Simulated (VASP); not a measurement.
Fe: single point with PBE

The system is Fe.

```
Fe
1.0
    -1.41413    1.41413    1.41413
     1.41413   -1.41413    1.41413
     1.41413    1.41413   -1.41413
Fe
1
Direct
  0.00000 0.00000 0.00000
```

```
Program             : VASP 6.6.1
Task                : single point
Functional          : PBE
Potentials or basis : VASP PAW PBE potentials, release 64 (Fe)
Cutoff              : 600 eV
k mesh              : 4 × 4 × 4
Occupations         : fermi-dirac, width 0.1 eV
Spin                : collinear spin, ferromagnetic start
Starting moments    : [2.5] μB
```

```json
{
  "Pressure": "-3.4 GPa",
  "Band gap on the k mesh": "zero (filled and empty bands overlap)",
  "Net moment": "1.97 μB per cell",
  "Site moments": "Fe +1.96 μB",
  "Valence electrons inside the program's atomic spheres": "Fe 7.29"
}
```

Levels at points of the mesh, in eV from the Fermi level:
Spin up:
| k point | band 2 | band 3 | band 4 | band 5 | band 6 | band 7 | band 8 | band 9 |
| --- | --- | --- | --- | --- | --- | --- | --- | --- |
| (0.00, 0.00, 0.00) | -2.42 | -2.42 | -2.42 | -1.30 | -1.30 | 24.68 | 24.68 | 24.68 |
| (0.50, 0.00, 0.00) | -3.53 | -1.19 | -1.10 | 0.16 | 0.33 | 7.17 | 18.02 | 19.98 |
| (0.50, 0.50, 0.50) | -5.13 | 0.05 | 0.05 | 0.05 | 9.63 | 9.63 | 9.63 | 15.37 |
Spin down:
| k point | band 1 | band 2 | band 3 | band 4 | band 5 | band 6 | band 7 | band 8 |
| --- | --- | --- | --- | --- | --- | --- | --- | --- |
| (0.00, 0.00, 0.00) | -8.61 | -0.85 | -0.85 | -0.85 | 1.35 | 1.35 | 24.51 | 24.51 |
| (0.50, 0.00, 0.00) | -4.03 | -2.12 | 0.31 | 1.16 | 1.60 | 2.15 | 8.38 | 18.16 |
| (0.50, 0.50, 0.50) | -3.36 | -3.36 | 1.85 | 1.85 | 1.85 | 9.90 | 9.90 | 9.90 |

It took 11 s on 1 thread of Intel Xeon 8259CL (shared host), peak memory 0.13 GiB.

Caveat: the k points lie up to 0.79 Å⁻¹ apart, too coarse for converged energies and pressures of a metal.
